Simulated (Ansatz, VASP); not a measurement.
# Two plane-wave programs on CuI

```xyz
4
Lattice="3.6585 -3.6369 0.0000 3.6585 3.6369 0.0000 0.0000 0.0000 4.3070" Properties=species:S:1:pos:R:3 pbc="T T T"
Cu    3.6585    0.5787    3.2302
Cu    3.6585   -0.5787    1.0767
I     3.6585   -1.9642    3.2302
I     3.6585    1.9642    1.0767
```

Change from the starting cell: equal xx and yy strain of -2 %, PAW files.

Alike in both runs: task electric field gradients; functional PBE; k mesh 5 × 5 × 6; occupations fermi-dirac, width 0.02 eV; no spin polarisation.

```csv
,VASP,Ansatz
version,VASP 6.6.1,Ansatz 0.2.0
potentials or method,"VASP PAW PBE potentials, release 64 (Cu, I)","PAW with Ansatz's default frozen-core files, scalar-relativistic"
plane-wave cutoff (eV),520,420
valence electrons in the cell,36,72
```

Ansatz gave:

- gap on the k mesh at the Fermi level (eV): 1.10
- pressure (GPa): 2.7
- traceless stress, the component that is largest in VASP (GPa): -1.55
- rms of the force components (eV/Å): 0.225
- size of Vzz on the site where it differs most (V/Å²): 403.0

Q: What did VASP give for the same quantities?

A: gap on the k mesh at the Fermi level (eV): 1.12; pressure (GPa): 2.8; traceless stress, the component that is largest in VASP (GPa): -1.62; rms of the force components (eV/Å): 0.231; size of Vzz on the site where it differs most (V/Å²): 388.7.

Atom by atom the forces differ by 0.006 eV/Å (rms over components). VASP's potentials hold 36 valence electrons a cell and Ansatz's 72, so a difference there can come from the potentials and not from the codes.

Spin-orbit coupling is off throughout.
